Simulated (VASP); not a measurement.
A run of VASP 6.6.1 is set up as follows.

INCAR

```
PREC     = Accurate       # precision mode
ENCUT    = 600            # plane-wave cutoff, eV
EDIFF    = 1E-7           # SCF threshold, eV
ISMEAR   = 1              # smearing method
SIGMA    = 0.1            # smearing width, eV
LREAL    = F              # projectors in reciprocal space
LASPH    = T              # aspherical terms in the spheres
NELM     = 120            # most SCF steps
ALGO     = Normal         # electronic algorithm
ISIF     = 3              # what is computed and relaxed
LWAVE    = F              # write WAVECAR
LCHARG   = F              # write CHGCAR
GGA      = PE             # functional
IBRION   = 2              # ionic algorithm
NSW      = 80             # ionic steps
EDIFFG   = -0.01          # ionic threshold
PSTRESS  = 20.0         
GGA_COMPAT= F            
NELMIN   = 4
```

The input KPOINTS:

```
Automatic mesh
0
Gamma
  8 8 8
```

POSCAR

```
HfO2
1.0
    0.0000000000      2.5575000000      2.5575000000
    2.5575000000      0.0000000000      2.5575000000
    2.5575000000      2.5575000000      0.0000000000
Hf O
1 2
Direct
    0.0000000000      0.0000000000      0.0000000000
    0.2500000000      0.2500000000      0.2500000000
    0.7500000000      0.7500000000      0.7500000000
```

Potentials or basis: VASP PAW PBE potentials, release 64 (Hf_pv, O).

Run with:

```console
$ cat potpaw_PBE.64/Hf_pv/POTCAR potpaw_PBE.64/O/POTCAR > POTCAR
$ mpirun -np 1 vasp_std > vasp.out
```

(1) Estimate the relaxed cell.

(2) Estimate the relaxed volume.

(3) Estimate the space group after relaxing (to 0.1 Å).

## Answers

(1) a = 3.577 Å, b = 3.577 Å, c = 3.577 Å, α = 60.00°, β = 60.00°, γ = 60.00°.

(2) 10.78 Å³/atom.

(3) Fm-3m (No. 225).

Caveat: the cell is relaxed towards a set pressure, so the run minimises the enthalpy, not the energy.
